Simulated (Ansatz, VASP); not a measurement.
# One calculation of MgO, two programs

```xyz
12
Lattice="5.5231 0.0000 0.0000 0.0000 5.5231 0.0000 0.0000 0.0000 5.5231" Properties=species:S:1:pos:R:3 pbc="T T T"
Mg    1.3808    0.0000    2.7615
Mg    0.0000    2.7615    1.3808
Mg    2.7615    4.1423    0.0000
Mg    4.1423    0.0000    2.7615
Mg    0.0000    2.7615    4.1423
Mg    2.7615    1.3808    0.0000
O     1.3808    2.7615    0.0000
O     2.7615    0.0000    1.3808
O     0.0000    4.1423    2.7615
O     4.1423    2.7615    0.0000
O     2.7615    0.0000    4.1423
O     0.0000    1.3808    2.7615
```

Alike in both runs: functional LDA; k mesh 4 × 4 × 4; occupations gaussian, width 0.02 eV; no spin polarisation.

Ansatz relaxed the structure, and its values are those at the end. VASP's run is a single point on that final structure, the one shown.

```csv
,VASP,Ansatz
version,VASP 6.6.1,Ansatz 0.2.0
potentials or method,"VASP PAW LDA potentials, release 64 (Mg, O), cutoff 520 eV","scalar-relativistic, plane waves, PAW"
valence electrons in the cell,48,96
```

|  | VASP | Ansatz | Ansatz less VASP |
| --- | --- | --- | --- |
| gap on the k mesh at the Fermi level (eV) | 2.86 | 2.87 | +0.010 |
| least direct gap on the mesh (eV) | 2.86 | 2.87 | +0.010 |
| pressure (GPa) | -0.8 | 0.0 | +0.74 |

Ansatz warns that its potentials were made for another functional, while VASP's fit it. LDA's correlation is that of Perdew and Zunger in VASP and of Perdew and Wang (1992) in Ansatz. VASP's potentials hold 48 valence electrons a cell and Ansatz's 96, so a difference there can come from the potentials and not from the codes.
